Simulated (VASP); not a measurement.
# Sn (P6_3/mmc) in VASP: notebook

The runs below take Sn through single point, relaxation of cell and atoms, with r2SCAN, PBE.

Program: VASP 6.6.1. These are calculated values, not measurements. Logs are shortened: lines on timing, memory, paths and dates and some standing lists are left out, and cuts for length are marked.

## Step 1: The cell of the first run

It takes space group P6_3/mmc (No. 194, hexagonal). Conventional cell: a = 4.635 Å, b = 4.635 Å, c = 7.614 Å, α = 90.00°, β = 90.00°, γ = 120.00°. Within 3.7 Å of Sn (site symmetry 3m) lie 4 Sn at 2.84 to 2.85 Å.

This isn't the form of Sn at room conditions, which is tetragonal (white tin).

## Step 2: Single point, r2SCAN

Input file POSCAR:

```
Sn
1.0
    4.6349415438      0.0000000000      0.0000000000
   -2.3174707719      4.0139771220      0.0000000000
    0.0000000000      0.0000000000      7.6138913059
Sn
4
Direct
    0.3333333333      0.6666666667      0.0002405641
    0.6666666667      0.3333333333      0.5002405641
    0.3333333333      0.6666666667      0.3747594359
    0.6666666667      0.3333333333      0.8747594359
```

Input file INCAR.step1:

```
  PREC = Accurate
  ENCUT = 520
  ISMEAR = -1
  SIGMA = 0.02
  LREAL = False
  LASPH = True
  NELM = 100
  NBANDS = 36
  GGA = PE
  ALGO = Normal
  EDIFF = 1E-4
  LWAVE = True
  LCHARG = False
```

Input file INCAR.step2:

```
  PREC = Accurate
  ENCUT = 520
  EDIFF = 1E-6
  ISMEAR = -1
  SIGMA = 0.02
  LREAL = False
  LASPH = True
  NELM = 100
  ALGO = Normal
  ISIF = 2
  LWAVE = False
  LCHARG = True
  METAGGA = R2SCAN
  LMIXTAU = True
  LELF = True
  LVHAR = True
  NBANDS = 36
  ISTART = 1
```

Input file KPOINTS:

```
Automatic mesh
0
Gamma
  6 6 4
```

Potentials or basis: VASP PAW PBE potentials, release 64 (Sn_d).

Started as:

```sh
$ cat potpaw_PBE.64/Sn_d/POTCAR > POTCAR
$ cp INCAR.step1 INCAR
$ mpirun -np 1 vasp_std > vasp.out
$ cp INCAR.step2 INCAR
$ mpirun -np 1 vasp_std > vasp.out
```

OUTCAR:

```text
PREC = Accurate
   ENCUT = 520
   EDIFF = 1E-6
   ISMEAR = -1
   LREAL = False
   LASPH = True
   NELM = 100
   ISIF = 2
   METAGGA = R2SCAN
   ISTART = 1

 ion  position               nearest neighbor table
   1  0.333  0.667  0.000-   4 2.84   4 2.84   4 2.84   3 2.85
   2  0.667  0.333  0.500-   3 2.84   3 2.84   3 2.84   4 2.85
   3  0.333  0.667  0.375-   2 2.84   2 2.84   2 2.84   1 2.85
   4  0.667  0.333  0.875-   1 2.84   1 2.84   1 2.84   2 2.85

  LATTYP: Found a hexagonal cell.
 ALAT       =     4.6349415438
 C/A-ratio  =     1.6427157137

  Lattice vectors:

 A1 = (   4.6349415438,   0.0000000000,   0.0000000000)
 A2 = (  -2.3174707719,   4.0139771220,   0.0000000000)
 A3 = (   0.0000000000,   0.0000000000,   7.6138913059)

Analysis of symmetry for initial positions (statically):
=====================================================================
 Subroutine PRICEL returns:
 Original cell was already a primitive cell.

 Routine SETGRP: Setting up the symmetry group for a
 hexagonal supercell.

 Subroutine GETGRP returns: Found 24 space group operations
 (whereof  6 operations were pure point group operations)
 out of a pool of 24 trial point group operations.

The static configuration has the point symmetry C_3v.
 The point group associated with its full space group is D_6h.

Analysis of symmetry for dynamics (positions and initial velocities):
=====================================================================
 Subroutine PRICEL returns:
 Original cell was already a primitive cell.

 Routine SETGRP: Setting up the symmetry group for a
 hexagonal supercell.

 Subroutine GETGRP returns: Found 24 space group operations
 (whereof  6 operations were pure point group operations)
 out of a pool of 24 trial point group operations.

The dynamic configuration has the point symmetry C_3v.
 The point group associated with its full space group is D_6h.

 Subroutine INISYM returns: Found 24 space group operations
 (whereof  6 operations are pure point group operations),
 and found     1 'primitive' translations

----------------------------------------------------------------------------------------

                                     Primitive cell

  volume of cell :     141.6530

[... 84 lines left out ...]
   LSORBIT =      F    spin-orbit coupling
   LASPH  =      T    aspherical Exc in radial PAW
   ENCUT  =  520.0 eV  38.22 Ry    6.18 a.u.   8.62  8.62 14.16*2*pi/ulx,y,z
   NELM   =    100;   NELMIN=  2; NELMDL=  0     # of ELM steps
   EDIFF  = 0.1E-05   stopping-criterion for ELM
   LREAL  =      F    real-space projection
   EDIFFG = 0.1E-04   stopping-criterion for IOM
   NSW    =      0    number of steps for IOM
   IBRION =     -1    ionic relax: 0-MD 1-quasi-New 2-CG
   NFREE  =      0    steps in history (QN), initial steepest desc. (CG)
   ISIF   =      2    stress and relaxation
   ISYM   =      2    0-nonsym 1-usesym 2-fastsym
   POTIM  = 0.5000    time-step for ionic-motion
   TEBEG  =    0.0;   TEEND  =   0.0 temperature during run
   PSTRESS=    0.0 pullay stress
   NELECT =      56.0000    total number of electrons
   NUPDOWN=      -1.0000    fix difference up-down
   EMIN   =  10.00;   EMAX   =-10.00  energy-range for DOS
   EFERMI =   0.00;   METHOD = LEGACY
   ISMEAR =    -1;   SIGMA  =   0.02  broadening in eV -4-tet -1-fermi 0-gaus
   EFERMI_NEDOS =   21; number of points for ismear=-14 and -15
   IALGO  =     38    algorithm
   IMIX   =      4    mixing-type and parameters
     AMIX     =   0.40;   BMIX     =  1.00
     AMIX_MAG =   1.60;   BMIX_MAG =  1.00
  volume/ion in A,a.u.               =      35.41       238.98
  Fermi-wavevector in a.u.,A,eV,Ry     =   1.201514  2.270533 19.641864  1.443636
  Thomas-Fermi vector in A             =   2.337321
   LORBIT       =      0    0 simple, 1 ext, 2 COOP (PROOUT), +10 PAW based schemes
   METAGGA = R2SCAN    functional components
   LHFCALC =     F    Hartree Fock is set to
   AEXX    =    0.0000 exact exchange contribution
   IVDW    =     0    specifies the selected vdW correction
   LEPSILON=     F    determine dielectric tensor
   LRPA    =     F    only Hartree local field effects (RPA)
 non-spin polarized calculation
  energy-cutoff  :      520.00
  volume of cell :      141.65
 maximum number of plane-waves:      3847
 NGX is ok and might be reduce to    36
   NGX = 17   NGY = 17   NGZ = 29

 number of electron      56.0000008 magnetization

 Free energy of the ion-electron system (eV)
  ---------------------------------------------------
  ext. energy  EPLUGINS =         0.00000000
  ---------------------------------------------------
  free energy    TOTEN  =       -98.90479241 eV

  energy without entropy =      -98.90464359  energy(sigma->0) =      -98.90471800

 E-fermi :   5.1878     XC(G=0):  -9.4149

 val. band max:        5.1271979710   @ k =   0.0000   0.0000   0.0000
 cond. band min:       5.2587062886   @ k =   0.0000   0.0000   0.2500
 fundamental gap:      0.1315083175
 Fermi energy:         5.1878386405

 k-point     1 :       0.0000    0.0000    0.0000
  band No.  band energies     occupation
      1     -17.1735      2.00000
      2     -17.1735      2.00000
      3     -17.1244      2.00000
      4     -17.1198      2.00000
      5     -17.1198      2.00000
      6     -17.1021      2.00000
[... 808 lines left out ...]
     35      10.7138      0.00000
     36      10.7138      0.00000

------------------------ aborting loop because EDIFF is reached ----------------------------------------

  FORCE on cell =-STRESS in cart. coord.  units (eV):
  Direction    XX          YY          ZZ          XY          YZ          ZX
  --------------------------------------------------------------------------------------
  -------------------------------------------------------------------------------------
  Total       -0.0238600     -0.0238600     -0.0354511      0.0000000      0.0000000     -0.0000000
  in kB       -0.2698701     -0.2698701     -0.4009723      0.0000000      0.0000000     -0.0000000
  external PRESSURE =      -0.3135709 kB  Pullay stress =       0.0000000 kB

 VOLUME and BASIS-vectors are now :
 -----------------------------------------------------------------------------
  energy-cutoff  :      520.00
  volume of cell :      141.65
      direct lattice vectors                 reciprocal lattice vectors
     4.634941544  0.000000000  0.000000000     0.215752451  0.124564736  0.000000000
    -2.317470772  4.013977122  0.000000000     0.000000000  0.249129472  0.000000000
     0.000000000  0.000000000  7.613891306     0.000000000  0.000000000  0.131338886

 POSITION                                       TOTAL-FORCE (eV/Angst)
 -----------------------------------------------------------------------------------
     -0.00000      2.67598      0.00183         0.000000     -0.000000      0.000842
      2.31747      1.33799      3.80878        -0.000000      0.000000      0.000842
     -0.00000      2.67598      2.85338         0.000000     -0.000000     -0.000842
      2.31747      1.33799      6.66032        -0.000000      0.000000     -0.000842
 -----------------------------------------------------------------------------------
    total drift:                               -0.000000      0.000000      0.000000

  FREE ENERGIE OF THE ION-ELECTRON SYSTEM (eV)
  ---------------------------------------------------
  free  energy   TOTEN  =       -98.9047924061 eV

  energy  without entropy=      -98.9046435917  energy(sigma->0) =      -98.90471800
```

Run time: 4 min. Hardware: 1 thread of AMD EPYC 9R45 (Zen 5), shared host; peak memory 0.29 GiB.

What came out:

| Item | Value |
| --- | --- |
| Free energy | -98.9048 eV |
| Pressure | 0.0 GPa |

Levels at points of the mesh, in eV from the Fermi level:
```
           k point  band 25  band 26  band 27  band 28  band 29  band 30  band 31  band 32
(0.00, 0.00, 0.00)    -1.23    -0.52    -0.09    -0.06     0.13     0.13     2.06     2.06
(0.50, 0.00, 0.00)    -3.64    -2.53    -2.17    -1.19     0.76     1.41     3.33     3.38
(0.00, 0.00, 0.50)    -0.70    -0.70    -0.70    -0.70     0.51     0.51     3.01     3.01
(0.50, 0.00, 0.50)    -2.08    -2.08    -1.98    -1.98     0.62     0.62     2.16     2.16
```

Caveat: the PAW data sets were made with another functional, which shifts forces and pressure a little; spin-orbit coupling is left out, which moves the levels of the heavy elements.

## Step 3: Relaxation of cell and atoms, PBE

This run uses another cell than the first one, of 33.08 Å³/atom.

Input file INCAR:

```
SYSTEM = Sn
  PREC = Accurate
  ENCUT = 600
  EDIFF = 1E-6
  ISMEAR = -1
  SIGMA = 0.02
  LREAL = .False.
  LASPH = .True.
  NELM = 100
  ALGO = Normal
  ISIF = 3
  LWAVE = .False.
  LCHARG = .False.
  GGA = PE
  IBRION = 2
  NSW = 80
  EDIFFG = -0.005
```

Input file KPOINTS:

```
Automatic mesh
0
Gamma
  6 6 4
  0 0 0
```

Input file POSCAR:

```
Sn
1.0
    4.5397209900      0.0000000000      0.0000000000
   -2.2698604950      3.9315137034      0.0000000000
    0.0000000000      0.0000000000      7.4133643766
Sn
4
Direct
    0.3333333333      0.6666666667      0.0000000000
    0.6666666667      0.3333333333      0.5000000000
    0.3333333333      0.6666666667      0.3750000000
    0.6666666667      0.3333333333      0.8750000000
```

Potentials or basis: VASP PAW PBE potentials, release 64 (Sn_d).

Started as:

```sh
$ cat potpaw_PBE.64/Sn_d/POTCAR > POTCAR
$ mpirun -np 1 vasp_std > vasp.out
```

It took 4.7 min on 1 thread of AMD EPYC 9R45 (Zen 5), shared host; peak memory 0.28 GiB.

It converged, with:

| Property | Result |
| --- | --- |
| Free energy | -15.2988 eV |
| Relaxed volume | 36.79 Å³/atom |
| Relaxed cell | a = 4.708 Å, b = 4.708 Å, c = 7.667 Å, α = 90.00°, β = 90.00°, γ = 120.00° |
| Space group after relaxing (to 0.1 Å) | P6_3/mmc (No. 194) |
| Energy gained by relaxing | 52.5 meV/atom |
| Ionic steps | 8 |
| Pressure after relaxing | 0.0 GPa |
| Band gap on the k mesh | zero (bands 28 and 29 overlap by 0.19 eV) |

Step by step:
```csv
step,energy change (eV),largest force (eV/Å),pressure (GPa),volume (Å³)
1,0.0000,0.0627,5.01,132.31
2,-0.1843,0.0111,-1.30,153.11
3,-0.2096,0.0228,0.03,147.09
4,-0.2096,0.0211,-0.07,147.39
5,-0.2099,0.0280,0.03,147.07
6,-0.2100,0.0298,0.06,146.95
7,-0.2102,0.0119,0.05,147.08
8,-0.2102,0.0012,0.00,147.18
```

Final structure:
```cif
data_structure
_symmetry_space_group_name_H-M 'P 1'
_symmetry_Int_Tables_number 1
_cell_length_a 4.7082
_cell_length_b 4.7082
_cell_length_c 7.6666
_cell_angle_alpha 90.000
_cell_angle_beta 90.000
_cell_angle_gamma 120.000
_cell_volume 147.18
loop_
_atom_site_label
_atom_site_type_symbol
_atom_site_fract_x
_atom_site_fract_y
_atom_site_fract_z
_atom_site_occupancy
Sn1 Sn 0.33333 0.66667 0.99908 1
Sn2 Sn 0.66667 0.33333 0.49908 1
Sn3 Sn 0.33333 0.66667 0.37592 1
Sn4 Sn 0.66667 0.33333 0.87592 1
```

Levels at points of the mesh, in eV from the Fermi level:
```
           k point  band 25  band 26  band 27  band 28  band 29  band 30  band 31  band 32
(0.00, 0.00, 0.00)    -0.99    -0.98    -0.30     0.16     0.25     0.25     2.07     2.07
(0.50, 0.00, 0.00)    -3.16    -2.15    -1.79    -0.93     0.74     1.25     3.32     3.33
(0.00, 0.00, 0.50)    -0.50    -0.50    -0.50    -0.50     0.30     0.30     2.93     2.93
(0.50, 0.00, 0.50)    -1.71    -1.71    -1.65    -1.65     0.61     0.61     2.10     2.10
```

Caveat: spin-orbit coupling is left out, which moves the levels of the heavy elements.

## Step 4: Single point, PBE, non-collinear spin, zero start, spin-orbit coupling

Input file INCAR:

```
ALGO = Normal
EDIFF = 1E-6
ENCUT = 520
GGA = PE
GGA_COMPAT = F
ISIF = 2
ISMEAR = -1
LASPH = T
LCHARG = T
LNONCOLLINEAR = T
LORBIT = 11
LORBMOM = T
LREAL = F
LSORBIT = T
LVHAR = T
LWAVE = F
MAGMOM = 0 0 0 0 0 0 0 0 0 0 0 0
NBANDS = 70
NELM = 150
PREC = Accurate
SIGMA = 0.02
```

Input file KPOINTS:

```
k-points
0
Gamma
  6 6 4
```

Input file POSCAR:

```
Sn
1.0
    4.6349415438      0.0000000000      0.0000000000
   -2.3174707719      4.0139771220      0.0000000000
    0.0000000000      0.0000000000      7.6138913059
Sn
4
Direct
    0.3333333333      0.6666666667      0.0002405641
    0.6666666667      0.3333333333      0.5002405641
    0.3333333333      0.6666666667      0.3747594359
    0.6666666667      0.3333333333      0.8747594359
```

Started as:

```sh
$ cat potpaw_PBE.64/Sn_d/POTCAR > POTCAR
$ mpirun -np 1 vasp_ncl > vasp.out
```

It took 6.7 min on 1 thread of Oxide Virtual Turin-like, shared host; peak memory 0.67 GiB.

The run converged. Its results:

```yaml
Free_energy: -15.5014 eV
Pressure: 1.5 GPa
Largest_force: 0.035 eV/Å
Net_moment: 0.00 μB per cell
Valence_electrons_inside_the_program's_atomic_spheres: Sn 12.31
```

Forces in eV/Å, atoms in the order of the input:
```
Sn   0.000  0.000 -0.035
Sn   0.000  0.000 -0.035
Sn   0.000  0.000  0.035
Sn   0.000  0.000  0.035
```

Stress tensor (GPa, compression positive):
```
1.61 0.00 0.00
0.00 1.61 0.00
0.00 0.00 1.32
```

Moments on the atoms (μB; x, y, z):
```
Sn  0.00 0.00 0.00
Sn  0.00 0.00 0.00
Sn  0.00 0.00 0.00
Sn  0.00 0.00 0.00
```

## Step 5: The runs side by side

```tsv
task	level	spin	cell	cutoff (eV)	pressure (GPa)
single point	r2SCAN	off	a = 4.635, b = 4.635, c = 7.614 Å, angles 90.0, 90.0, 120.0°, 4 atoms	520	0.0
relaxation of cell and atoms	PBE	off	relaxed from a = 4.540, b = 4.540, c = 7.413 Å, angles 90.0, 90.0, 120.0°, 4 atoms	600	0.0
single point	PBE	non-collinear, zero start, SOC	a = 4.635, b = 4.635, c = 7.614 Å, angles 90.0, 90.0, 120.0°, 4 atoms	520	1.5
```

Alike in all rows: potentials or basis VASP PAW PBE potentials, release 64 (Sn_d); k mesh 6 × 6 × 4; smearing fermi-dirac 0.02 eV.

Caveats: spin-orbit coupling is left out, which moves the levels of the heavy elements (at least some runs); the PAW data sets were made with another functional, which shifts forces and pressure a little (at least some runs).

Absolute energies hang on the potentials; compare differences alone.
